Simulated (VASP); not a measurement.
# PtS2 (P-3m1) in VASP: settings compared

PtS2 is run at these levels: PBE+U, PBE; tasks: single point.

Everything below comes from runs of VASP 6.6.1. Logs are shortened: lines on timing, memory, paths and dates and some standing lists are left out, and cuts for length are marked.

## 1. The cell of the first run

It takes space group P-3m1 (No. 164, trigonal). The conventional cell has a = 3.543 Å, b = 3.543 Å, c = 5.039 Å, α = 90.00°, β = 90.00°, γ = 120.00°. Pt (site symmetry -3m) has 6 S at 2.40 Å within 3.2 Å. Within 3.2 Å of S (site symmetry 3m) lie 3 Pt at 2.40 Å.

## 2. Single point, PBE+U

INCAR

```
PREC = Accurate
ENCUT = 500
EDIFF = 1E-6
ISMEAR = 0
SIGMA = 0.1
LREAL = F
LASPH = T
NELM = 200
ALGO = Normal
ISIF = 2
LWAVE = F
LCHARG = T
LMAXMIX = 4
LDAU = T
LDAUTYPE = 2
LDAUL = 2 -1
LDAUU = 0.95 0
LDAUJ = 0 0
LDAUPRINT = 1
GGA = PE
LELF = T
LVHAR = T
NBANDS = 22
ISYM = 0
GGA_COMPAT = F
```

KPOINTS

```
regular mesh
0
Gamma
  7 3 4
```

POSCAR

```
PtS2
1.0
    3.5431994758      0.0000000000      0.0000000000
   -1.7715997379      3.0685007567      0.0000000000
    0.0000000000      0.0000000000      5.0388000000
Pt S
1 2
Direct
    0.0000000000      0.0000000000      0.0000000000
    0.3333333333      0.6666666667      0.2500000000
    0.6666666667      0.3333333333      0.7500000000
```

Potentials or basis: VASP PAW PBE potentials, release 64 (Pt_sv_GW, S).

Command:

```
$ cat potpaw_PBE.64/Pt_sv_GW/POTCAR potpaw_PBE.64/S/POTCAR > POTCAR
$ mpirun -np 1 vasp_std > vasp.out
```

OUTCAR:

```text
PREC = Accurate
   ENCUT = 500
   EDIFF = 1E-6
   ISMEAR = 0
   LREAL = F
   LASPH = T
   NELM = 200
   ISIF = 2
   GGA = PE
   ISYM = 0

 ion  position               nearest neighbor table
   1  0.000  0.000  0.000-   2 2.40   3 2.40   2 2.40   3 2.40   3 2.40   2 2.40
   2  0.333  0.667  0.250-   1 2.40   1 2.40   1 2.40
   3  0.667  0.333  0.750-   1 2.40   1 2.40   1 2.40

IMPORTANT INFORMATION: All symmetrisations will be switched off!
NOSYMM: (Re-)initialisation of all symmetry stuff for point group C_1.

----------------------------------------------------------------------------------------

                                     Primitive cell

  volume of cell :      54.7834

  direct lattice vectors                    reciprocal lattice vectors
     3.543199476  0.000000000  0.000000000     0.282230794  0.162946025  0.000000000
    -1.771599738  3.068500757  0.000000000     0.000000000  0.325892049  0.000000000
     0.000000000  0.000000000  5.038800000     0.000000000  0.000000000  0.198459951

  length of vectors
     3.543199476  3.543199476  5.038800000     0.325892049  0.325892049  0.198459951

  position of ions in fractional coordinates (direct lattice)
     0.000000000  0.000000000  0.000000000
     0.333333333  0.666666667  0.250000000
     0.666666667  0.333333333  0.750000000

  ion indices of the primitive-cell ions
   primitive index   ion index
                 1           1
                 2           2
                 3           3

----------------------------------------------------------------------------------------

 KPOINTS: regular mesh

Automatic generation of k-mesh.
 Grid dimensions read from file:
 generate k-points for:    7    3    4

 Generating k-lattice:

  Cartesian coordinates                     Fractional coordinates (reciprocal lattice)
     0.040318685  0.023278004  0.000000000     0.142857143  0.000000000  0.000000000
     0.000000000  0.108630683  0.000000000     0.000000000  0.333333333  0.000000000
     0.000000000  0.000000000  0.049614988     0.000000000  0.000000000  0.250000000

  Length of vectors
     0.046556007  0.108630683  0.049614988

  Shift w.r.t. Gamma in fractional coordinates (k-lattice)
     0.000000000  0.000000000  0.000000000

 -----------------------------------------------------------------------------
|                                                                             |
|           W    W    AA    RRRRR   N    N  II  N    N   GGGG   !!!           |
|           W    W   A  A   R    R  NN   N  II  NN   N  G    G  !!!           |
|           W    W  A    A  R    R  N N  N  II  N N  N  G       !!!           |
|           W WW W  AAAAAA  RRRRR   N  N N  II  N  N N  G  GGG   !            |
|           WW  WW  A    A  R   R   N   NN  II  N   NN  G    G                |
|           W    W  A    A  R    R  N    N  II  N    N   GGGG   !!!           |
|                                                                             |
|     Your reciprocal lattice and k-lattice belong to different lattice       |
|     classes:                                                                |
|                                                                             |
|        The reciprocal lattice is hexagonal,                                 |
|        whereas your k-lattice is simple monoclinic.                         |
|                                                                             |
|     Results are often still useful ...                                      |
|                                                                             |
 -----------------------------------------------------------------------------

 WARNING: IBZKPT: internal override: KBLOWUP is changed to .FALSE.
      ... skipping the blow-up phase ...

 Subroutine IBZKPT returns following result:
 ===========================================

 Found     43 irreducible k-points:

 Following reciprocal coordinates:
            Coordinates               Weight
  0.000000  0.000000  0.000000      1.000000
  0.142857  0.000000  0.000000      2.000000
  0.285714  0.000000  0.000000      2.000000
  0.428571  0.000000  0.000000      2.000000
  0.000000  0.333333  0.000000      2.000000
  0.142857  0.333333  0.000000      2.000000
[... 16 lines left out ...]
 -0.428571  0.333333  0.250000      2.000000
 -0.285714  0.333333  0.250000      2.000000
 [... further k-points ...]
   k-points           NKPTS =     43   k-points in BZ     NKDIM =     43   number of bands    NBANDS=     22
   number of dos      NEDOS =    301   number of ions     NIONS =      3
   total plane-waves  NPLWV =  31360
   dimension x,y,z NGX =    28 NGY =   28 NGZ =   40
   dimension x,y,z NGXF=    56 NGYF=   56 NGZF=   80
   ions per type =               1   2
   NGX,Y,Z   is equivalent  to a cutoff of  13.14, 13.14, 13.20 a.u.
   NGXF,Y,Z  is equivalent  to a cutoff of  26.28, 26.28, 26.39 a.u.
 SYSTEM =  unknown system
   PREC   = accura    normal or accurate (medium, high low for compatibility)
   ISTART =      0    job   : 0-new  1-cont  2-samecut
   ICHARG =      2    charge: 1-file 2-atom 10-const
   ISPIN  =      1    spin polarized calculation?
   LNONCOLLINEAR =      F non collinear calculations
   LSORBIT =      F    spin-orbit coupling
   LASPH  =      T    aspherical Exc in radial PAW
   ENCUT  =  500.0 eV  36.75 Ry    6.06 a.u.   6.46  6.46  9.19*2*pi/ulx,y,z
   NELM   =    200;   NELMIN=  2; NELMDL= -5     # of ELM steps
   EDIFF  = 0.1E-05   stopping-criterion for ELM
   LREAL  =      F    real-space projection
   EDIFFG = 0.1E-04   stopping-criterion for IOM
   NSW    =      0    number of steps for IOM
   IBRION =     -1    ionic relax: 0-MD 1-quasi-New 2-CG
   NFREE  =      0    steps in history (QN), initial steepest desc. (CG)
   ISIF   =      2    stress and relaxation
   ISYM   =      0    0-nonsym 1-usesym 2-fastsym
   POTIM  = 0.5000    time-step for ionic-motion
   TEBEG  =    0.0;   TEEND  =   0.0 temperature during run
   PSTRESS=    0.0 pullay stress
   NELECT =      30.0000    total number of electrons
   NUPDOWN=      -1.0000    fix difference up-down
   EMIN   =  10.00;   EMAX   =-10.00  energy-range for DOS
   EFERMI =   0.00;   METHOD = LEGACY
   ISMEAR =     0;   SIGMA  =   0.10  broadening in eV -4-tet -1-fermi 0-gaus
   EFERMI_NEDOS =   21; number of points for ismear=-14 and -15
   IALGO  =     38    algorithm
   IMIX   =      4    mixing-type and parameters
     AMIX     =   0.40;   BMIX     =  1.00
     AMIX_MAG =   1.60;   BMIX_MAG =  1.00
  volume/ion in A,a.u.               =      18.26       123.23
  Fermi-wavevector in a.u.,A,eV,Ry     =   1.339365  2.531033 24.407470  1.793898
  Thomas-Fermi vector in A             =   2.467762
   LORBIT       =      0    0 simple, 1 ext, 2 COOP (PROOUT), +10 PAW based schemes
 LDA+U is selected, type is set to LDAUTYPE =  2
   angular momentum for each species LDAUL =     2   -1
   U (eV)           for each species LDAUU =   0.9  0.0
   J (eV)           for each species LDAUJ =   0.0  0.0
   GGA     = PE    functional components
   LHFCALC =     F    Hartree Fock is set to
   AEXX    =    0.0000 exact exchange contribution
   IVDW    =     0    specifies the selected vdW correction
   LEPSILON=     F    determine dielectric tensor
   LRPA    =     F    only Hartree local field effects (RPA)
 non-spin polarized calculation
 Gauss-broadening in eV      SIGMA  =   0.10
  energy-cutoff  :      500.00
  volume of cell :       54.78
 maximum number of plane-waves:      1411
 NGX is ok and might be reduce to    28
   NGX = 13   NGY = 13   NGZ = 19

atom =   1  type =  1  l = 2

 onsite density matrix

spin component  1

  0.7642 -0.0012 -0.0001  0.1259  0.0002
 -0.0012  0.6813 -0.0001  0.0005  0.1271
 -0.0001 -0.0001  0.8572 -0.0002 -0.0001
  0.1259  0.0005 -0.0002  0.6816 -0.0011
  0.0002  0.1271 -0.0001 -0.0011  0.7641

spin component  2

  0.7642 -0.0012 -0.0001  0.1259  0.0002
 -0.0012  0.6813 -0.0001  0.0005  0.1271
 -0.0001 -0.0001  0.8572 -0.0002 -0.0001
  0.1259  0.0005 -0.0002  0.6816 -0.0011
  0.0002  0.1271 -0.0001 -0.0011  0.7641

 occupancies and eigenvectors

  o =  0.5881  v = -0.3199 -0.6787  0.0000  0.4405  0.4931  0.0000  0.0000  0.0000  0.0000  0.0000      0.0000  0.0000  0.0000  0.0000  0.0000  0.0000  0.0000  0.0000  0.0000  0.0000
  o =  0.5881  v =  0.0000  0.0000  0.0000  0.0000  0.0000 -0.3199 -0.6787  0.0000  0.4405  0.4931      0.0000  0.0000  0.0000  0.0000  0.0000  0.0000  0.0000  0.0000  0.0000  0.0000
  o =  0.5914  v =  0.4917 -0.4408 -0.0005 -0.6796  0.3194  0.0000  0.0000  0.0000  0.0000  0.0000      0.0000  0.0000  0.0000  0.0000  0.0000  0.0000  0.0000  0.0000  0.0000  0.0000
  o =  0.5914  v =  0.0000  0.0000  0.0000  0.0000  0.0000  0.4917 -0.4408 -0.0005 -0.6796  0.3194      0.0000  0.0000  0.0000  0.0000  0.0000  0.0000  0.0000  0.0000  0.0000  0.0000
  o =  0.8549  v =  0.7014  0.2895  0.0811  0.5076  0.4000  0.0000  0.0000  0.0000  0.0000  0.0000      0.0000  0.0000  0.0000  0.0000  0.0000  0.0000  0.0000  0.0000  0.0000  0.0000
  o =  0.8549  v =  0.0000  0.0000  0.0000  0.0000  0.0000  0.7014  0.2895  0.0811  0.5076  0.4000      0.0000  0.0000  0.0000  0.0000  0.0000  0.0000  0.0000  0.0000  0.0000  0.0000
  o =  0.8568  v =  0.0000  0.0000  0.0000  0.0000  0.0000  0.4034 -0.5087 -0.0532  0.2928 -0.7000      0.0000  0.0000  0.0000  0.0000  0.0000  0.0000  0.0000  0.0000  0.0000  0.0000
  o =  0.8568  v =  0.4034 -0.5087 -0.0532  0.2928 -0.7000  0.0000  0.0000  0.0000  0.0000  0.0000      0.0000  0.0000  0.0000  0.0000  0.0000  0.0000  0.0000  0.0000  0.0000  0.0000
  o =  0.8573  v =  0.0353  0.0510 -0.9953  0.0260  0.0698  0.0000  0.0000  0.0000  0.0000  0.0000      0.0000  0.0000  0.0000  0.0000  0.0000  0.0000  0.0000  0.0000  0.0000  0.0000
  o =  0.8573  v =  0.0000  0.0000  0.0000  0.0000  0.0000  0.0353  0.0510 -0.9953  0.0260  0.0698      0.0000  0.0000  0.0000  0.0000  0.0000  0.0000  0.0000  0.0000  0.0000  0.0000

 number of electron      29.9999998 magnetization

 Free energy of the ion-electron system (eV)
  ---------------------------------------------------
  ext. energy  EPLUGINS =         0.00000000
  ---------------------------------------------------
  free energy    TOTEN  =       -14.52095050 eV

  energy without entropy =      -14.52094507  energy(sigma->0) =      -14.52094778

 E-fermi :   6.9468     XC(G=0): -10.8545

 val. band max:        6.7112152427   @ k =   0.0000   0.0000   0.0000
 cond. band min:       7.1994273762   @ k =  -0.2857   0.0000   0.2500
 fundamental gap:      0.4882121335
 Fermi energy:         6.9468398638

 k-point     1 :       0.0000    0.0000    0.0000
  band No.  band energies     occupation
      1     -92.7197      2.00000
      2     -46.9275      2.00000
      3     -46.9249      2.00000
      4     -46.8720      2.00000
      5      -8.5392      2.00000
      6      -5.7171      2.00000
[... 14 lines left out ...]
     21      14.7217      0.00000
     22      19.5618      0.00000

 k-point     2 :       0.1429    0.0000    0.0000
  band No.  band energies     occupation
      1     -92.7194      2.00000
      2     -46.9293      2.00000
      3     -46.9286      2.00000
      4     -46.8706      2.00000
      5      -8.2867      2.00000
      6      -5.8254      2.00000
[... 14 lines left out ...]
     21      15.4431      0.00000
     22      16.9276      0.00000

 k-point     3 :       0.2857    0.0000    0.0000
  band No.  band energies     occupation
      1     -92.7191      2.00000
      2     -46.9382      2.00000
      3     -46.9311      2.00000
      4     -46.8692      2.00000
      5      -7.6181      2.00000
      6      -6.0719      2.00000
[... 14 lines left out ...]
     21      15.6117      0.00000
     22      15.6449      0.00000
[... 476 lines left out ...]
 k-point    23 :      -0.4286    0.3333    0.2500
  band No.  band energies     occupation
      1     -92.7188      2.00000
      2     -46.9448      2.00000
      3     -46.9314      2.00000
      4     -46.8687      2.00000
      5      -6.8266      2.00000
      6      -6.4867      2.00000
[... 14 lines left out ...]
     21      15.3858      0.00000
     22      16.3865      0.00000

 k-point    24 :      -0.2857    0.3333    0.2500
  band No.  band energies     occupation
      1     -92.7190      2.00000
      2     -46.9419      2.00000
      3     -46.9293      2.00000
      4     -46.8692      2.00000
      5      -7.2590      2.00000
      6      -6.4014      2.00000
[... 14 lines left out ...]
     21      15.4785      0.00000
     22      16.1073      0.00000

 [... further k-points ...]
[... 5 lines left out ...]
  --------------------------------------------------------------------------------------
  -------------------------------------------------------------------------------------
  Total        0.6054665      0.5753073     -0.0971987      0.0249201     -0.0287684     -0.0527144
  in kB       17.7072757     16.8252493     -2.8426423      0.7288052     -0.8413507     -1.5416669
  external PRESSURE =      10.5632942 kB  Pullay stress =       0.0000000 kB

 VOLUME and BASIS-vectors are now :
 -----------------------------------------------------------------------------
  energy-cutoff  :      500.00
  volume of cell :       54.78
      direct lattice vectors                 reciprocal lattice vectors
     3.543199476  0.000000000  0.000000000     0.282230794  0.162946025  0.000000000
    -1.771599738  3.068500757  0.000000000     0.000000000  0.325892049  0.000000000
     0.000000000  0.000000000  5.038800000     0.000000000  0.000000000  0.198459951

 POSITION                                       TOTAL-FORCE (eV/Angst)
 -----------------------------------------------------------------------------------
      0.00000      0.00000      0.00000         0.000000      0.000000     -0.000001
     -0.00000      2.04567      1.25970        -0.035295     -0.017463     -0.392474
      1.77160      1.02283      3.77910         0.035295      0.017463      0.392475
 -----------------------------------------------------------------------------------
    total drift:                               -0.000000     -0.000000     -0.000000

  FREE ENERGIE OF THE ION-ELECTRON SYSTEM (eV)
  ---------------------------------------------------
  free  energy   TOTEN  =       -14.5209504969 eV

  energy  without entropy=      -14.5209450694  energy(sigma->0) =      -14.52094778
```

It took 25 s on 1 thread of Intel Xeon 6975P-C (Granite Rapids), shared host; peak memory 0.2 GiB.

What came out:

| Item | Value |
| --- | --- |
| Free energy | -14.5210 eV |
| Pressure | 1.1 GPa |
| Largest force | 0.394 eV/Å |
| Band gap on the k mesh | 0.49 eV, indirect (least direct gap 0.93 eV) |

Forces on the atoms (eV/Å):
```
Pt   0.000  0.000  0.000
S   -0.035 -0.017 -0.392
S    0.035  0.017  0.392
```

Eigenvalues of the final occupation matrices:
| site | spin | trace | eigenvalues |
| --- | --- | --- | --- |
| site 1 d | 1 | 3.75 | 0.59 0.59 0.85 0.86 0.86 |
| site 1 d | 2 | 3.75 | 0.59 0.59 0.85 0.86 0.86 |

Caveat: the k points lie up to 0.68 Å⁻¹ apart; spin-orbit coupling is left out, which moves the levels of the heavy elements.

## 3. Single point, PBE

This run uses another cell than the first one, of 19.18 Å³/atom, 1.050 times its volume.

INCAR

```
  ALGO = Normal
  EDIFF = 1E-6
  ENCUT = 500
  GGA = PE
  GGA_COMPAT = False
  ISIF = 2
  ISMEAR = 1
  LASPH = True
  LCHARG = True
  LELF = True
  LREAL = False
  LVHAR = True
  LWAVE = False
  NBANDS = 18
  NELM = 120
  PREC = Accurate
  SIGMA = 0.083
```

KPOINTS

```
k-points
0
Gamma
  3 3 1
```

POSCAR

```
PtS2
1.0
    3.6015408270      0.0000000000      0.0000000000
   -1.8007704135      3.1190258490      0.0000000000
    0.0000000000      0.0000000000      5.1217674994
Pt S
1 2
Direct
    0.0000000000      0.0000000000      0.0000000000
    0.3333333333      0.6666666667      0.2338541404
    0.6666666667      0.3333333333      0.7661458596
```

Potentials or basis: VASP PAW PBE potentials, release 64 (Pt, S).

Command:

```
$ cat potpaw_PBE.64/Pt/POTCAR potpaw_PBE.64/S/POTCAR > POTCAR
$ mpirun -np 1 vasp_std > vasp.out
```

Run time: 8.1 s. Hardware: 1 thread of Intel Xeon 6975P-C, shared host; peak memory 0.17 GiB.

The run converged. Its results:

```
Free energy            : -15.5842 eV
Pressure               : -0.4 GPa
Largest force          : 0.041 eV/Å
Band gap on the k mesh : 0.88 eV, indirect (least direct gap 2.17 eV)
```

Forces in eV/Å, atoms in the order of the input:
```
Pt   0.000  0.000  0.000
S    0.000  0.000 -0.041
S    0.000  0.000  0.041
```

Stress tensor (GPa, compression positive):
```
-1.17  0.00  0.00
 0.00 -1.17  0.00
 0.00  0.00  1.04
```

Levels at points of the mesh, in eV from the valence-band top:
```
           k point  band 9  band 10  band 11  band 12  band 13  band 14
(0.00, 0.00, 0.00)   -1.02    -1.02     0.00     2.17     2.17     4.83
```

Caveat: the k points lie up to 1.23 Å⁻¹ apart; spin-orbit coupling is left out, which moves the levels of the heavy elements. A k mesh can miss the band edges.

## 4. Single point, PBE

INCAR

```
SYSTEM = PtS2
ALGO = Normal ; EDIFF = 1E-6
ENCUT = 500 ; GGA = PE
GGA_COMPAT = .FALSE. ; ISIF = 2
ISMEAR = 0 ; LASPH = .TRUE.
LCHARG = .TRUE. ; LELF = .TRUE.
LREAL = .FALSE. ; LVHAR = .TRUE.
LWAVE = .FALSE. ; NBANDS = 18
NELM = 120 ; PREC = Accurate
SIGMA = 0.1
```

KPOINTS

```
k-points
0
G
  2 2 2
  0 0 0
```

POSCAR

```
PtS2
1.0
    3.5431994758      0.0000000000      0.0000000000
   -1.7715997379      3.0685007567      0.0000000000
    0.0000000000      0.0000000000      5.0388000000
Pt S
1 2
Direct
    0.6270000000      0.4650000000      0.7230000000
    0.9603333333      1.1316666667      0.9730000000
    1.2936666667      0.7983333333      1.4730000000
```

Command:

```
$ cat potpaw_PBE.64/Pt/POTCAR potpaw_PBE.64/S/POTCAR > POTCAR
$ mpirun -np 1 vasp_std > vasp.out
```

It took 9.6 s on 1 thread of Intel Xeon 6975P-C, shared host; peak memory 0.17 GiB.

Results (log left out):

| Item | Value |
| --- | --- |
| Free energy | -15.8488 eV |
| Pressure | -0.7 GPa |
| Largest force | 2.044 eV/Å |
| Band gap on the k mesh | 1.20 eV, indirect (least direct gap 1.69 eV) |

Forces in eV/Å, atoms in the order of the input:
```
Pt   0.000  0.000  0.000
S    0.000  0.000 -2.044
S    0.000  0.000  2.044
```

Stress tensor (GPa, compression positive):
```
 0.01  0.00  0.00
 0.00  0.01  0.00
 0.00  0.00 -2.19
```

Levels at points of the mesh, in eV from the valence-band top:
```tsv
k point	band 9	band 10	band 11	band 12	band 13	band 14
(0.00, 0.00, 0.00)	-1.14	-1.14	0.00	1.69	1.69	4.47
(0.50, 0.00, 0.00)	-3.17	-3.11	-2.62	1.20	2.34	5.35
(0.00, 0.00, 0.50)	-1.47	-1.47	-1.38	2.37	2.37	5.49
(0.50, 0.00, 0.50)	-2.82	-2.68	-1.53	1.30	2.04	4.87
```

Caveat: the k points lie up to 1.02 Å⁻¹ apart; spin-orbit coupling is left out, which moves the levels of the heavy elements; forces of over 1 eV/Å act on the atoms, so gaps and moduli don't describe the material at rest. As with any semilocal functional, this PBE gap is likely too small.

## 5. Overview

| level | potentials or basis | U | cell | k mesh | smearing | second run | gap on the mesh (eV) | pressure (GPa) | largest force (eV/Å) |
| --- | --- | --- | --- | --- | --- | --- | --- | --- | --- |
| PBE+U | VASP PAW PBE potentials, release 64 (Pt_sv_GW, S) | Pt d U = 0.95 eV | a = 3.543, b = 3.543, c = 5.039 Å, angles 90.0, 90.0, 120.0°, 3 atoms | 7 × 3 × 4 | gaussian 0.1 eV | valence_matched | 0.49 | 1.1 | 0.39 |
| PBE | VASP PAW PBE potentials, release 64 (Pt, S) | - | a = 3.602, b = 3.602, c = 5.122 Å, angles 90.0, 90.0, 120.0°, 3 atoms | 3 × 3 × 1 | methfessel-paxton 0.083 eV | - | 0.88 | -0.4 | 0.04 |
| PBE | VASP PAW PBE potentials, release 64 (Pt, S) | - | a = 3.543, b = 3.543, c = 5.039 Å, angles 90.0, 90.0, 120.0°, 3 atoms | 2 × 2 × 2 | gaussian 0.1 eV | - | 1.20 | -0.7 | 2.04 |

Alike in all rows: task single point; no spin polarisation; cutoff (eV) 500.

Caveats: all runs use coarse meshes; spin-orbit coupling is left out, which moves the levels of the heavy elements; forces of over 1 eV/Å act on the atoms, so gaps and moduli don't describe the material at rest (some runs).

Total energies depend on the potentials used, so only differences within one code and one set of settings carry meaning.
